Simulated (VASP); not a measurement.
A run of VASP 6.6.1 is set up as follows.

The input INCAR:

```
ALGO     = Normal         # electronic algorithm
EDIFF    = 1E-6           # SCF threshold, eV
ENCUT    = 500            # plane-wave cutoff, eV
GGA      = PE             # functional
GGA_COMPAT= False        
ISIF     = 2              # what is computed and relaxed
ISMEAR   = 0              # smearing method
LASPH    = True           # aspherical terms in the spheres
LCHARG   = True           # write CHGCAR
LELF     = True           # ELF
LREAL    = False          # projectors in reciprocal space
LVHAR    = True         
LWAVE    = False          # write WAVECAR
NBANDS   = 17             # bands
NELM     = 120            # most SCF steps
PREC     = Accurate       # precision mode
SIGMA    = 0.01           # smearing width, eV
```

File KPOINTS:

```
k-points
0
Gamma
  4 4 4
```

The input POSCAR:

```
PbSe
1.0
    0.0000000000      3.1089437882      3.1089437882
    3.1089437882      0.0000000000      3.1089437882
    3.1089437882      3.1089437882      0.0000000000
Pb Se
1 1
Direct
    0.0000000000      0.0000000000      0.0000000000
    0.5000000000      0.5000000000      0.5000000000
```

Potentials or basis: VASP PAW PBE potentials, release 64 (Pb_d, Se).

The run is started by

```bash
$ cat potpaw_PBE.64/Pb_d/POTCAR potpaw_PBE.64/Se/POTCAR > POTCAR
$ mpirun -np 1 vasp_std > vasp.out
```

(1) What does it give for the band gap on the k mesh?

(2) What does it give for the pressure?

Answers

(1) 0.44 eV, direct.

(2) 0.0 GPa.

Caveat: the k points lie up to 0.44 Å⁻¹ apart; spin-orbit coupling is left out, which moves the levels of the heavy elements.
